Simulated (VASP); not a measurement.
# WC (P3m1) in VASP: notebook, part 2 of 2

VASP 6.6.1. Earlier steps stand in the parts before.

## Step 3: Single point, PBEsol (the distance across one plane changed)

INCAR reads:

```
SYSTEM = WC
ALGO = Normal
EDIFF = 1E-7
ENCUT = 520
GGA = PS
ISIF = 2
ISMEAR = 0
LASPH = .True.
LCHARG = .False.
LREAL = .False.
LWAVE = .False.
NBANDS = 36
NELM = 100
PREC = Accurate
SIGMA = 0.15
```

KPOINTS reads:

```
k-points
0
Gamma
  23 23 7
  0 0 0
```

POSCAR reads:

```
WC
1.0
   -2.8984136670      0.0000000000      0.0000000000
   -1.4492068335     -2.5100998663      0.0000000000
    0.0000000000      0.0000000000      8.1828357108
W C
3 3
Direct
    0.0000000000      0.0000000000      0.9502563206
    0.0000000000      0.0000000000      0.2591482491
    0.0000000000      0.0000000000      0.6047022848
    0.6666666667      0.6666666667      0.0863712312
    0.6666666667      0.6666666667      0.4319252670
    0.6666666667      0.6666666667      0.7774793027
```

Potentials or basis: VASP PAW PBE potentials, release 64 (W_sv, C).

The run is started by

```console
cat potpaw_PBE.64/W_sv/POTCAR potpaw_PBE.64/C/POTCAR > POTCAR
mpirun -np 1 vasp_std > vasp.out
```

OUTCAR:

```text
SYSTEM = WC
   EDIFF = 1E-7
   ENCUT = 520
   GGA = PS
   ISIF = 2
   ISMEAR = 0
   LASPH = .True.
   LREAL = .False.
   NELM = 100
   PREC = Accurate

 ion  position               nearest neighbor table
   1  0.000  0.000  0.950-   4 2.01   4 2.01   4 2.01   6 2.19   6 2.19   6 2.19   2 2.53   3 2.83

   2  0.000  0.000  0.259-   5 2.19   4 2.19   5 2.19   4 2.19   5 2.19   4 2.19   1 2.53   3 2.83

   3  0.000  0.000  0.605-   5 2.19   5 2.19   5 2.19   6 2.19   6 2.19   6 2.19   2 2.83   1 2.83

   4  0.667  0.667  0.086-   1 2.01   1 2.01   1 2.01   2 2.19   2 2.19   2 2.19
   5  0.667  0.667  0.432-   3 2.19   3 2.19   3 2.19   2 2.19   2 2.19   2 2.19
   6  0.667  0.667  0.777-   1 2.19   3 2.19   1 2.19   3 2.19   1 2.19   3 2.19

  LATTYP: Found a hexagonal cell.
 ALAT       =     2.8984136670
 C/A-ratio  =     2.8232118155

  Lattice vectors:

 A1 = (   1.4492068335,   2.5100998663,   0.0000000000)
 A2 = (  -2.8984136670,   0.0000000000,   0.0000000000)
 A3 = (   0.0000000000,   0.0000000000,   8.1828357108)

Analysis of symmetry for initial positions (statically):
=====================================================================
 Subroutine PRICEL returns:
 Original cell was already a primitive cell.

 Routine SETGRP: Setting up the symmetry group for a
 hexagonal supercell.

 Subroutine GETGRP returns: Found  6 space group operations
 (whereof  6 operations were pure point group operations)
 out of a pool of 24 trial point group operations.

The static configuration has the point symmetry C_3v.

Analysis of symmetry for dynamics (positions and initial velocities):
=====================================================================
 Subroutine PRICEL returns:
 Original cell was already a primitive cell.

 Routine SETGRP: Setting up the symmetry group for a
 hexagonal supercell.

 Subroutine GETGRP returns: Found  6 space group operations
 (whereof  6 operations were pure point group operations)
 out of a pool of 24 trial point group operations.

The dynamic configuration has the point symmetry C_3v.

 Subroutine INISYM returns: Found  6 space group operations
 (whereof  6 operations are pure point group operations),
 and found     1 'primitive' translations

----------------------------------------------------------------------------------------

                                     Primitive cell

  volume of cell :      59.5326

  direct lattice vectors                    reciprocal lattice vectors
    -2.898413667  0.000000000  0.000000000    -0.345016314  0.199195262  0.000000000
    -1.449206833 -2.510099866  0.000000000     0.000000000 -0.398390524  0.000000000
     0.000000000  0.000000000  8.182835711     0.000000000  0.000000000  0.122207024

  length of vectors
     2.898413667  2.898413667  8.182835711     0.398390524  0.398390524  0.122207024

  position of ions in fractional coordinates (direct lattice)
     0.000000000  0.000000000  0.950256321
     0.000000000  0.000000000  0.259148249
     0.000000000  0.000000000  0.604702285
     0.666666667  0.666666667  0.086371231
     0.666666667  0.666666667  0.431925267
     0.666666667  0.666666667  0.777479303

  ion indices of the primitive-cell ions
[... 27 lines left out ...]
     0.000000000  0.000000000  0.000000000

 Subroutine IBZKPT returns following result:
 ===========================================

 Found    356 irreducible k-points:

 Following reciprocal coordinates:
            Coordinates               Weight
  0.000000  0.000000  0.000000      1.000000
  0.043478 -0.000000  0.000000      6.000000
  0.086957  0.000000  0.000000      6.000000
  0.130435  0.000000  0.000000      6.000000
  0.173913  0.000000  0.000000      6.000000
  0.217391  0.000000  0.000000      6.000000
[... 16 lines left out ...]
 -0.478261  0.043478  0.000000      6.000000
  0.173913  0.086957  0.000000      6.000000
 [... further k-points ...]
   k-points           NKPTS =    356   k-points in BZ     NKDIM =    356   number of bands    NBANDS=     36
   number of dos      NEDOS =    301   number of ions     NIONS =      6
   total plane-waves  NPLWV =  36864
   dimension x,y,z NGX =    24 NGY =   24 NGZ =   64
   dimension x,y,z NGXF=    48 NGYF=   48 NGZF=  128
   ions per type =               3   3
   NGX,Y,Z   is equivalent  to a cutoff of  13.77, 13.77, 13.00 a.u.
   NGXF,Y,Z  is equivalent  to a cutoff of  27.53, 27.53, 26.01 a.u.
 SYSTEM =  WC
   PREC   = accura    normal or accurate (medium, high low for compatibility)
   ISTART =      0    job   : 0-new  1-cont  2-samecut
   ICHARG =      2    charge: 1-file 2-atom 10-const
   ISPIN  =      1    spin polarized calculation?
   LNONCOLLINEAR =      F non collinear calculations
   LSORBIT =      F    spin-orbit coupling
   LASPH  =      T    aspherical Exc in radial PAW
   ENCUT  =  520.0 eV  38.22 Ry    6.18 a.u.   5.39  5.39 15.21*2*pi/ulx,y,z
   NELM   =    100;   NELMIN=  2; NELMDL= -5     # of ELM steps
   EDIFF  = 0.1E-06   stopping-criterion for ELM
   LREAL  =      F    real-space projection
   EDIFFG = 0.1E-05   stopping-criterion for IOM
   NSW    =      0    number of steps for IOM
   IBRION =     -1    ionic relax: 0-MD 1-quasi-New 2-CG
   NFREE  =      0    steps in history (QN), initial steepest desc. (CG)
   ISIF   =      2    stress and relaxation
   ISYM   =      2    0-nonsym 1-usesym 2-fastsym
   POTIM  = 0.5000    time-step for ionic-motion
   TEBEG  =    0.0;   TEEND  =   0.0 temperature during run
   PSTRESS=    0.0 pullay stress
   NELECT =      54.0000    total number of electrons
   NUPDOWN=      -1.0000    fix difference up-down
   EMIN   =  10.00;   EMAX   =-10.00  energy-range for DOS
   EFERMI =   0.00;   METHOD = LEGACY
   ISMEAR =     0;   SIGMA  =   0.15  broadening in eV -4-tet -1-fermi 0-gaus
   EFERMI_NEDOS =   21; number of points for ismear=-14 and -15
   IALGO  =     38    algorithm
   IMIX   =      4    mixing-type and parameters
     AMIX     =   0.40;   BMIX     =  1.00
     AMIX_MAG =   1.60;   BMIX_MAG =  1.00
  volume/ion in A,a.u.               =       9.92        66.96
  Fermi-wavevector in a.u.,A,eV,Ry     =   1.584727  2.994699 34.169106  2.511358
  Thomas-Fermi vector in A             =   2.684300
   LORBIT       =      0    0 simple, 1 ext, 2 COOP (PROOUT), +10 PAW based schemes
   GGA     = PS    functional components
   LHFCALC =     F    Hartree Fock is set to
   AEXX    =    0.0000 exact exchange contribution
   IVDW    =     0    specifies the selected vdW correction
   LEPSILON=     F    determine dielectric tensor
   LRPA    =     F    only Hartree local field effects (RPA)
 non-spin polarized calculation
 Gauss-broadening in eV      SIGMA  =   0.15
  energy-cutoff  :      520.00
  volume of cell :       59.53
 maximum number of plane-waves:      1650
 NGX is ok and might be reduce to    24
   NGX = 11   NGY = 11   NGZ = 31

 number of electron      53.9999998 magnetization

 Free energy of the ion-electron system (eV)
  ---------------------------------------------------
  ext. energy  EPLUGINS =         0.00000000
  ---------------------------------------------------
  free energy    TOTEN  =       -70.46499620 eV

  energy without entropy =      -70.45339748  energy(sigma->0) =      -70.45919684

 E-fermi :  11.6552     XC(G=0): -14.1564

 val. band max:       11.6549964326   @ k =   0.4348   0.4783   0.1429
 cond. band min:      11.6555738404   @ k =   0.0870   0.0870   0.4286
 fundamental gap:      0.0005774077
 Fermi energy:        11.6551918586

 k-point     1 :       0.0000    0.0000    0.0000
  band No.  band energies     occupation
      1     -62.2984      2.00000
      2     -62.2574      2.00000
      3     -62.0472      2.00000
      4     -27.2038      2.00000
      5     -26.7975      2.00000
      6     -26.2051      2.00000
[... 925 lines left out ...]
     35      16.9930      0.00000
     36      17.0934      0.00000

 [... further k-points ...]
[... 5 lines left out ...]
  --------------------------------------------------------------------------------------
  -------------------------------------------------------------------------------------
  Total        5.0761914      5.0761914     18.2619528      0.0000000     -0.0000000      0.0000000
  in kB      136.6134228    136.6134228    491.4763193      0.0000000     -0.0000000      0.0000000
  external PRESSURE =     254.9010550 kB  Pullay stress =       0.0000000 kB

 VOLUME and BASIS-vectors are now :
 -----------------------------------------------------------------------------
  energy-cutoff  :      520.00
  volume of cell :       59.53
      direct lattice vectors                 reciprocal lattice vectors
    -2.898413667  0.000000000  0.000000000    -0.345016314  0.199195262  0.000000000
    -1.449206833 -2.510099866  0.000000000     0.000000000 -0.398390524  0.000000000
     0.000000000  0.000000000  8.182835711     0.000000000  0.000000000  0.122207024

 POSITION                                       TOTAL-FORCE (eV/Angst)
 -----------------------------------------------------------------------------------
      0.00000      0.00000      7.77579        -0.000000      0.000000     -8.434137
      0.00000      0.00000      2.12057         0.000000      0.000000      4.557089
      0.00000      0.00000      4.94818        -0.000000     -0.000000      0.120227
     -2.89841     -1.67340      0.70676        -0.000000      0.000000      4.704111
     -2.89841     -1.67340      3.53437         0.000000      0.000000     -0.103657
     -2.89841     -1.67340      6.36199         0.000000     -0.000000     -0.843633
 -----------------------------------------------------------------------------------
    total drift:                                0.000000      0.000000      0.000021

  FREE ENERGIE OF THE ION-ELECTRON SYSTEM (eV)
  ---------------------------------------------------
  free  energy   TOTEN  =       -70.4649961975 eV

  energy  without entropy=      -70.4533974810  energy(sigma->0) =      -70.45919684
```

Run time: 25 min. Hardware: 1 thread of Oxide Virtual Turin-like, shared host; peak memory 0.6 GiB.

Results:

| Property | Result |
| --- | --- |
| Free energy | -70.4650 eV |
| Pressure | 25.5 GPa |
| Largest force | 8.434 eV/Å |
| Band gap on the k mesh | zero (bands 27 and 28 overlap by 0.83 eV) |

Forces on the atoms (eV/Å):
```
W    0.000  0.000 -8.434
W    0.000  0.000  4.557
W    0.000  0.000  0.120
C    0.000  0.000  4.704
C    0.000  0.000 -0.104
C    0.000  0.000 -0.844
```

Levels at points of the mesh, in eV from the Fermi level:
```
           k point  band 23  band 24  band 25  band 26  band 27  band 28  band 29  band 30  band 31  band 32
(0.00, 0.00, 0.00)    -2.37    -2.37    -0.54    -0.54    -0.14    -0.14     0.40     1.76     3.49     3.49
```

Caveat: the cell differs from its parent crystal (the distance across one plane changed); the cell stands under pressure; the PAW data sets were made with another functional, which shifts forces and pressure a little; spin-orbit coupling is left out, which moves the levels of the heavy elements.
